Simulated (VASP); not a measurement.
# TiO2 (I4_1/amd) in VASP: notebook

The runs below take TiO2 through single point, with PBE+U.

All numbers are computed with VASP 6.6.1; they aren't measurements. Logs are shortened: lines on timing, memory, paths and dates and some standing lists are left out, and cuts for length are marked.

## Step 1: The cell of the first run

The structure is tetragonal, space group I4_1/amd (No. 141). Conventional cell: a = 3.933 Å, b = 3.933 Å, c = 9.449 Å, α = 90.00°, β = 90.00°, γ = 90.00°. Within 2.6 Å of Ti (site symmetry -4m2) lie 6 O at 1.98 to 2.00 Å. Within 2.6 Å of O (site symmetry 2mm) lie 3 Ti at 1.98 to 2.00 Å and 2 O at 2.53 Å.

## Step 2: Single point, PBE+U (biaxial strain in the a-b plane: +3.0 %, then relaxed in part)

INCAR reads:

```
SYSTEM = TiO2
ALGO = Normal
EDIFF = 1E-7
ENCUT = 520
GGA = PE
ISIF = 2
ISMEAR = 0
LASPH = .True.
LCHARG = .True.
LDAU = .True.
LDAUJ = 0 0
LDAUL = 2 -1
LDAUPRINT = 1
LDAUTYPE = 2
LDAUU = 4 0
LELF = .True.
LMAXMIX = 4
LREAL = .False.
LVHAR = .True.
LWAVE = .False.
NBANDS = 60
NELM = 150
PREC = Accurate
SIGMA = 0.02
```

KPOINTS reads:

```
k-points
0
Gamma
  6 6 4
  0 0 0
```

POSCAR reads:

```
TiO2
1.0
    3.9325407071      0.0000000000      0.0000000000
    0.0000000000      3.9325407071      0.0000000000
    0.0000000000      0.0000000000      9.4491973130
Ti O
4 8
Direct
    0.0000000000      0.0000000000      0.0000000000
    0.0000000000      0.5000000000      0.2500000000
    0.5000000000      0.5000000000      0.5000000000
    0.5000000000      0.0000000000      0.7500000000
    0.0000000000      0.5000000000      0.4590501380
    0.0000000000      0.0000000000      0.2090501380
    0.0000000000      0.5000000000      0.0409498620
    0.5000000000      0.5000000000      0.2909498620
    0.5000000000      0.0000000000      0.9590501380
    0.5000000000      0.5000000000      0.7090501380
    0.5000000000      0.0000000000      0.5409498620
    0.0000000000      0.0000000000      0.7909498620
```

Potentials or basis: VASP PAW PBE potentials, release 64 (Ti_sv, O).

The run is started by

```bash
$ cat potpaw_PBE.64/Ti_sv/POTCAR potpaw_PBE.64/O/POTCAR > POTCAR
$ mpirun -np 1 vasp_std > vasp.out
```

OUTCAR:

```text
SYSTEM = TiO2
   EDIFF = 1E-7
   ENCUT = 520
   GGA = PE
   ISIF = 2
   ISMEAR = 0
   LASPH = .True.
   LREAL = .False.
   NELM = 150
   PREC = Accurate

 ion  position               nearest neighbor table
   1  0.000  0.000  0.000-   6 1.98  12 1.98   9 2.00   7 2.00   7 2.00   9 2.00
   2  0.000  0.500  0.250-   5 1.98   7 1.98   6 2.00   8 2.00   6 2.00   8 2.00
   3  0.500  0.500  0.500-   8 1.98  10 1.98   5 2.00  11 2.00  11 2.00   5 2.00
   4  0.500  0.000  0.750-   9 1.98  11 1.98  10 2.00  12 2.00  10 2.00  12 2.00
   5  0.000  0.500  0.459-   2 1.98   3 2.00   3 2.00
   6  0.000  0.000  0.209-   1 1.98   2 2.00   2 2.00
   7  0.000  0.500  0.041-   2 1.98   1 2.00   1 2.00
   8  0.500  0.500  0.291-   3 1.98   2 2.00   2 2.00
   9  0.500  0.000  0.959-   4 1.98   1 2.00   1 2.00
  10  0.500  0.500  0.709-   3 1.98   4 2.00   4 2.00
  11  0.500  0.000  0.541-   4 1.98   3 2.00   3 2.00
  12  0.000  0.000  0.791-   1 1.98   4 2.00   4 2.00

  LATTYP: Found a simple tetragonal cell.
 ALAT       =     3.9325407071
 C/A-ratio  =     2.4028225050

  Lattice vectors:

 A1 = (   3.9325407071,   0.0000000000,   0.0000000000)
 A2 = (   0.0000000000,   3.9325407071,   0.0000000000)
 A3 = (   0.0000000000,   0.0000000000,   9.4491973130)

Analysis of symmetry for initial positions (statically):
=====================================================================
 Subroutine PRICEL returns following result:

  LATTYP: Found a body centered tetragonal cell.
 ALAT       =     3.9325407071
 C/A-ratio  =     2.4028225050

  Lattice vectors:

 A1 = (   1.9662703536,  -1.9662703535,  -4.7245986565)
 A2 = (  -1.9662703536,   1.9662703536,  -4.7245986565)
 A3 = (   1.9662703536,   1.9662703535,   4.7245986565)

   2 primitive cells build up your supercell.

 Routine SETGRP: Setting up the symmetry group for a
 simple tetragonal supercell.

 Subroutine GETGRP returns: Found 16 space group operations
 (whereof  8 operations were pure point group operations)
 out of a pool of 16 trial point group operations.

The static configuration has the point symmetry D_2d.
 The point group associated with its full space group is D_4h.

Analysis of symmetry for dynamics (positions and initial velocities):
=====================================================================
 Subroutine PRICEL returns following result:

  LATTYP: Found a body centered tetragonal cell.
 ALAT       =     3.9325407071
 C/A-ratio  =     2.4028225050

  Lattice vectors:

 A1 = (   1.9662703536,  -1.9662703535,  -4.7245986565)
 A2 = (  -1.9662703536,   1.9662703536,  -4.7245986565)
 A3 = (   1.9662703536,   1.9662703535,   4.7245986565)

   2 primitive cells build up your supercell.

 Routine SETGRP: Setting up the symmetry group for a
 simple tetragonal supercell.

 Subroutine GETGRP returns: Found 16 space group operations
 (whereof  8 operations were pure point group operations)
 out of a pool of 16 trial point group operations.

The dynamic configuration has the point symmetry D_2d.
 The point group associated with its full space group is D_4h.

 Subroutine INISYM returns: Found 16 space group operations
 (whereof  8 operations are pure point group operations),
 and found     2 'primitive' translations

----------------------------------------------------------------------------------------

                                     Primitive cell

  volume of cell :      73.0653

  direct lattice vectors                    reciprocal lattice vectors
     1.966270354 -1.966270354 -4.724598657     0.254288531  0.000000000 -0.105829095
    -1.966270354  1.966270354 -4.724598657     0.000000000  0.254288531 -0.105829095
     1.966270354  1.966270354  4.724598657     0.254288531  0.254288531  0.000000000

  length of vectors
     5.482177548  5.482177548  5.482177548     0.275431397  0.275431397  0.359618289

  position of ions in fractional coordinates (direct lattice)
     0.000000000  0.000000000  0.000000000
     0.750000000  0.250000000  0.500000000
     0.540949862  0.040949862  0.500000000
     0.790949862  0.790949862  0.000000000
     0.959050138  0.459050138  0.500000000
     0.209050138  0.209050138  0.000000000

  ion indices of the primitive-cell ions
   primitive index   ion index
                 1           1
                 2           2
                 3           9
                 4           6
                 5           7
                 6          12

----------------------------------------------------------------------------------------

 KPOINTS: k-points

Automatic generation of k-mesh.
 Grid dimensions read from file:
 generate k-points for:    6    6    4

 Generating k-lattice:

  Cartesian coordinates                     Fractional coordinates (reciprocal lattice)
     0.042381422  0.000000000  0.000000000     0.166666667  0.000000000  0.000000000
     0.000000000  0.042381422  0.000000000     0.000000000  0.166666667  0.000000000
     0.000000000  0.000000000  0.026457274     0.000000000  0.000000000  0.250000000

  Length of vectors
     0.042381422  0.042381422  0.026457274

  Shift w.r.t. Gamma in fractional coordinates (k-lattice)
     0.000000000  0.000000000  0.000000000

 Subroutine IBZKPT returns following result:
 ===========================================

 Found     30 irreducible k-points:

 Following reciprocal coordinates:
            Coordinates               Weight
  0.000000  0.000000  0.000000      1.000000
  0.166667  0.000000  0.000000      4.000000
  0.333333  0.000000  0.000000      4.000000
  0.500000  0.000000  0.000000      2.000000
  0.166667  0.166667  0.000000      4.000000
  0.333333  0.166667  0.000000      8.000000
[... 16 lines left out ...]
  0.333333  0.000000  0.500000      4.000000
  0.500000  0.000000  0.500000      2.000000
 [... further k-points ...]
   k-points           NKPTS =     30   k-points in BZ     NKDIM =     30   number of bands    NBANDS=     60
   number of dos      NEDOS =    301   number of ions     NIONS =     12
   total plane-waves  NPLWV =  63000
   dimension x,y,z NGX =    30 NGY =   30 NGZ =   70
   dimension x,y,z NGXF=    60 NGYF=   60 NGZF=  140
   ions per type =               4   8
   NGX,Y,Z   is equivalent  to a cutoff of  12.68, 12.68, 12.32 a.u.
   NGXF,Y,Z  is equivalent  to a cutoff of  25.36, 25.36, 24.63 a.u.
 SYSTEM =  TiO2
   PREC   = accura    normal or accurate (medium, high low for compatibility)
   ISTART =      0    job   : 0-new  1-cont  2-samecut
   ICHARG =      2    charge: 1-file 2-atom 10-const
   ISPIN  =      1    spin polarized calculation?
   LNONCOLLINEAR =      F non collinear calculations
   LSORBIT =      F    spin-orbit coupling
   LASPH  =      T    aspherical Exc in radial PAW
   ENCUT  =  520.0 eV  38.22 Ry    6.18 a.u.   7.31  7.31 17.57*2*pi/ulx,y,z
   NELM   =    150;   NELMIN=  2; NELMDL= -5     # of ELM steps
   EDIFF  = 0.1E-06   stopping-criterion for ELM
   LREAL  =      F    real-space projection
   EDIFFG = 0.1E-05   stopping-criterion for IOM
   NSW    =      0    number of steps for IOM
   IBRION =     -1    ionic relax: 0-MD 1-quasi-New 2-CG
   NFREE  =      0    steps in history (QN), initial steepest desc. (CG)
   ISIF   =      2    stress and relaxation
   ISYM   =      2    0-nonsym 1-usesym 2-fastsym
   POTIM  = 0.5000    time-step for ionic-motion
   TEBEG  =    0.0;   TEEND  =   0.0 temperature during run
   PSTRESS=    0.0 pullay stress
   NELECT =      96.0000    total number of electrons
   NUPDOWN=      -1.0000    fix difference up-down
   EMIN   =  10.00;   EMAX   =-10.00  energy-range for DOS
   EFERMI =   0.00;   METHOD = LEGACY
   ISMEAR =     0;   SIGMA  =   0.02  broadening in eV -4-tet -1-fermi 0-gaus
   EFERMI_NEDOS =   21; number of points for ismear=-14 and -15
   IALGO  =     38    algorithm
   IMIX   =      4    mixing-type and parameters
     AMIX     =   0.40;   BMIX     =  1.00
     AMIX_MAG =   1.60;   BMIX_MAG =  1.00
  volume/ion in A,a.u.               =      12.18        82.18
  Fermi-wavevector in a.u.,A,eV,Ry     =   1.423153  2.689368 27.556739  2.025363
  Thomas-Fermi vector in A             =   2.543780
   LORBIT       =      0    0 simple, 1 ext, 2 COOP (PROOUT), +10 PAW based schemes
 LDA+U is selected, type is set to LDAUTYPE =  2
   angular momentum for each species LDAUL =     2   -1
   U (eV)           for each species LDAUU =   4.0  0.0
   J (eV)           for each species LDAUJ =   0.0  0.0
   GGA     = PE    functional components
   LHFCALC =     F    Hartree Fock is set to
   AEXX    =    0.0000 exact exchange contribution
   IVDW    =     0    specifies the selected vdW correction
   LEPSILON=     F    determine dielectric tensor
   LRPA    =     F    only Hartree local field effects (RPA)
 non-spin polarized calculation
 Gauss-broadening in eV      SIGMA  =   0.02
  energy-cutoff  :      520.00
  volume of cell :      146.13
 maximum number of plane-waves:      3980
 NGX is ok and might be reduce to    30
   NGX = 15   NGY = 15   NGZ = 35

atom =   1  type =  1  l = 2

 onsite density matrix

spin component  1

  0.0957 -0.0000  0.0000 -0.0000  0.0000
 -0.0000  0.0980  0.0000  0.0000  0.0000
  0.0000  0.0000  0.2596 -0.0000  0.0000
 -0.0000  0.0000 -0.0000  0.0980  0.0000
  0.0000  0.0000  0.0000  0.0000  0.2261
[... 110 lines left out ...]
  o =  0.0957  v =  1.0000  0.0000  0.0000  0.0000  0.0000  0.0000  0.0000  0.0000  0.0000  0.0000      0.0000  0.0000  0.0000  0.0000  0.0000  0.0000  0.0000  0.0000  0.0000  0.0000
  o =  0.0957  v =  0.0000  0.0000  0.0000  0.0000  0.0000  1.0000  0.0000  0.0000  0.0000  0.0000      0.0000  0.0000  0.0000  0.0000  0.0000  0.0000  0.0000  0.0000  0.0000  0.0000
  o =  0.0980  v =  0.0000  0.6083 -0.0000 -0.7937 -0.0000  0.0000  0.0000  0.0000  0.0000  0.0000      0.0000  0.0000  0.0000  0.0000  0.0000  0.0000  0.0000  0.0000  0.0000  0.0000
  o =  0.0980  v =  0.0000  0.0000  0.0000  0.0000  0.0000  0.0000  0.6083 -0.0000 -0.7937 -0.0000      0.0000  0.0000  0.0000  0.0000  0.0000  0.0000  0.0000  0.0000  0.0000  0.0000
  o =  0.0980  v =  0.0000  0.0000  0.0000  0.0000  0.0000  0.0000  0.7937 -0.0000  0.6083  0.0000      0.0000  0.0000  0.0000  0.0000  0.0000  0.0000  0.0000  0.0000  0.0000  0.0000
  o =  0.0980  v =  0.0000  0.7937 -0.0000  0.6083  0.0000  0.0000  0.0000  0.0000  0.0000  0.0000      0.0000  0.0000  0.0000  0.0000  0.0000  0.0000  0.0000  0.0000  0.0000  0.0000
  o =  0.2261  v =  0.0000  0.0000  0.0000  0.0000  0.0000  0.0000 -0.0000  0.0000 -0.0000  1.0000      0.0000  0.0000  0.0000  0.0000  0.0000  0.0000  0.0000  0.0000  0.0000  0.0000
  o =  0.2261  v =  0.0000 -0.0000  0.0000 -0.0000  1.0000  0.0000  0.0000  0.0000  0.0000  0.0000      0.0000  0.0000  0.0000  0.0000  0.0000  0.0000  0.0000  0.0000  0.0000  0.0000
  o =  0.2596  v =  0.0000  0.0000  0.0000  0.0000  0.0000  0.0000 -0.0000 -1.0000 -0.0000  0.0000      0.0000  0.0000  0.0000  0.0000  0.0000  0.0000  0.0000  0.0000  0.0000  0.0000
  o =  0.2596  v =  0.0000 -0.0000 -1.0000 -0.0000  0.0000  0.0000  0.0000  0.0000  0.0000  0.0000      0.0000  0.0000  0.0000  0.0000  0.0000  0.0000  0.0000  0.0000  0.0000  0.0000

 number of electron      95.9999998 magnetization

 Free energy of the ion-electron system (eV)
  ---------------------------------------------------
  ext. energy  EPLUGINS =         0.00000000
  ---------------------------------------------------
  free energy    TOTEN  =       -96.93342781 eV

  energy without entropy =      -96.93342781  energy(sigma->0) =      -96.93342781

 E-fermi :   3.0466     XC(G=0): -10.4002

 val. band max:        2.9440978014   @ k =   0.5000   0.5000   0.0000
 cond. band min:       5.4329869524   @ k =   0.0000   0.0000   0.0000
 fundamental gap:      2.4888891510
 Fermi energy:         3.0465701984

 k-point     1 :       0.0000    0.0000    0.0000
  band No.  band energies     occupation
      1     -54.7036      2.00000
      2     -54.6798      2.00000
      3     -54.6798      2.00000
      4     -54.6558      2.00000
      5     -31.0204      2.00000
      6     -30.8737      2.00000
[... 1501 lines left out ...]
     59       7.4495      0.00000
     60       7.4495      0.00000

 [... further k-points ...]
[... 5 lines left out ...]
  --------------------------------------------------------------------------------------
  -------------------------------------------------------------------------------------
  Total       -4.3384369     -4.3384369      3.6024410      0.0000000     -0.0000000      0.0000000
  in kB      -47.5666419    -47.5666419     39.4971795      0.0000000     -0.0000000      0.0000000
  external PRESSURE =     -18.5453681 kB  Pullay stress =       0.0000000 kB

 VOLUME and BASIS-vectors are now :
 -----------------------------------------------------------------------------
  energy-cutoff  :      520.00
  volume of cell :      146.13
      direct lattice vectors                 reciprocal lattice vectors
     3.932540707  0.000000000  0.000000000     0.254288531  0.000000000  0.000000000
     0.000000000  3.932540707  0.000000000     0.000000000  0.254288531  0.000000000
     0.000000000  0.000000000  9.449197313     0.000000000  0.000000000  0.105829095

 POSITION                                       TOTAL-FORCE (eV/Angst)
 -----------------------------------------------------------------------------------
      0.00000      0.00000      0.00000         0.000000     -0.000000      0.000000
      0.00000      1.96627      2.36230         0.000000     -0.000000      0.000000
      1.96627      1.96627      4.72460        -0.000000      0.000000      0.000000
      1.96627      0.00000      7.08690        -0.000000      0.000000      0.000000
      0.00000      1.96627      4.33766         0.000000     -0.000000      0.209660
      0.00000      0.00000      1.97536        -0.000000     -0.000000      0.209660
      0.00000      1.96627      0.38694        -0.000000     -0.000000     -0.209660
      1.96627      1.96627      2.74924        -0.000000     -0.000000     -0.209660
      1.96627      0.00000      9.06225        -0.000000     -0.000000      0.209660
      1.96627      1.96627      6.69995         0.000000      0.000000      0.209660
      1.96627      0.00000      5.11154        -0.000000      0.000000     -0.209660
      0.00000      0.00000      7.47384        -0.000000      0.000000     -0.209660
 -----------------------------------------------------------------------------------
    total drift:                                0.000000     -0.000000      0.000000

  FREE ENERGIE OF THE ION-ELECTRON SYSTEM (eV)
  ---------------------------------------------------
  free  energy   TOTEN  =       -96.9334278127 eV

  energy  without entropy=      -96.9334278127  energy(sigma->0) =      -96.93342781
```

Run time: 6 min. Hardware: 1 thread of Intel Xeon Platinum 8259CL at 2.50GHz (Skylake/Cascade Lake), shared host; peak memory 0.35 GiB.

Results:

```
Free energy            : -96.9334 eV
Pressure               : -1.9 GPa
Largest force          : 0.210 eV/Å
Band gap on the k mesh : 2.49 eV
```

Forces on the atoms (eV/Å):
```
Ti   0.000  0.000  0.000
Ti   0.000  0.000  0.000
Ti   0.000  0.000  0.000
Ti   0.000  0.000  0.000
O    0.000  0.000  0.210
O    0.000  0.000  0.210
O    0.000  0.000 -0.210
O    0.000  0.000 -0.210
O    0.000  0.000  0.210
O    0.000  0.000  0.210
O    0.000  0.000 -0.210
O    0.000  0.000 -0.210
```

Stress tensor (GPa, compression positive):
```
-4.76  0.00  0.00
 0.00 -4.76  0.00
 0.00  0.00  3.95
```

Eigenvalues of the final occupation matrices:
```csv
site,spin,trace,eigenvalues
site 1 d,1,0.78,0.10 0.10 0.10 0.23 0.26
site 1 d,2,0.78,0.10 0.10 0.10 0.23 0.26
site 2 d,1,0.78,0.10 0.10 0.10 0.23 0.26
site 2 d,2,0.78,0.10 0.10 0.10 0.23 0.26
site 3 d,1,0.78,0.10 0.10 0.10 0.23 0.26
site 3 d,2,0.78,0.10 0.10 0.10 0.23 0.26
site 4 d,1,0.78,0.10 0.10 0.10 0.23 0.26
site 4 d,2,0.78,0.10 0.10 0.10 0.23 0.26
```

Caveat: the cell differs from its parent crystal (biaxial strain in the a-b plane: +3.0 %, then relaxed in part); the stress differs along the axes, from -5 to 4 GPa. A k mesh can miss the band edges.

(Continued in part 2 of 2.)
